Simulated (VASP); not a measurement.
Crystal: EuS.

```
Eu S
1.0
     0.00000    2.97850    2.97850
     2.97850    0.00000    2.97850
     2.97850    2.97850    0.00000
Eu S
1 1
Direct
  0.00000 0.00000 0.00000
  0.50000 0.50000 0.50000
```

Base run:

- Program: VASP 6.6.1
- Functional: PBEsol
- Potentials or basis: VASP PAW PBE potentials, release 64 (Eu, S)
- Cutoff: 600 eV
- k mesh: 10 × 10 × 10
- Occupations: fermi-dirac, width 0.15 eV
- Spin: collinear spin, ferromagnetic start
- Starting moments: [9.1, 0.0] μB
- Hubbard terms: Eu f U = 1.5 eV

Its results: pressure -4.8 GPa; net moment 6.95 μB per cell; site moments Eu +6.61; S -0.07 μB.

Question: The run is repeated on the same cell with these changes: hubbard terms from Eu f U = 1.5 eV to Eu f U = 3.0 eV. What comes out?

Answer: Pressure -3.7 GPa; net moment 6.98 μB per cell; site moments Eu +6.66; S -0.07 μB.

Caveats: the cell stands under tension; the PAW data sets were made with another functional, which shifts forces and pressure a little; a cell with one magnetic atom can't hold antiferromagnetic order, which such compounds often take.
